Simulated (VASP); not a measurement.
Runs of VASP 6.6.1 on W. The structure is that of space group Im-3m (No. 229), or close to it. The cells are those of the table. 

```csv
cell,gap on the mesh (eV),pressure (GPa)
"a = 2.790 Å, angles 108.1, 108.1, 112.1°, 1 atom",none,(a)
"a = 2.836 Å, angles 109.5°, 1 atom",none,-28.5
"a = 2.628 Å, angles 109.5°, 1 atom",none,(c)
"a = 2.697 Å, angles 109.5°, 1 atom",none,(b)
"a = 2.882 Å, angles 108.8, 108.8, 110.8°, 1 atom",none,-36.7
"a = 2.860 Å, angles 108.2, 108.2, 112.1°, 1 atom",none,-32.4
"a = 2.859 Å, angles 110.1, 110.1, 108.2°, 1 atom",none,-32.8
"a = 2.790 Å, angles 110.1, 110.1, 108.1°, 1 atom",none,-17.4
```

Alike in all rows: task single point; level PBEsol; potentials or basis VASP PAW PBE potentials, release 64 (W_sv); no spin polarisation; k mesh 20 × 20 × 20; cutoff (eV) 520; smearing gaussian 0.15 eV.

Problem. Fill in the values left out.

Solution. (a) -16.9; (b) 14.1; (c) 48.9.

Caveats: the PAW data sets were made with another functional, which shifts forces and pressure a little; spin-orbit coupling is left out, which moves the levels of the heavy elements.

A k mesh can miss the band edges, and the runs leave out spin-orbit coupling on W.

A gap of «none» marks levels without a gap at the run's occupations.
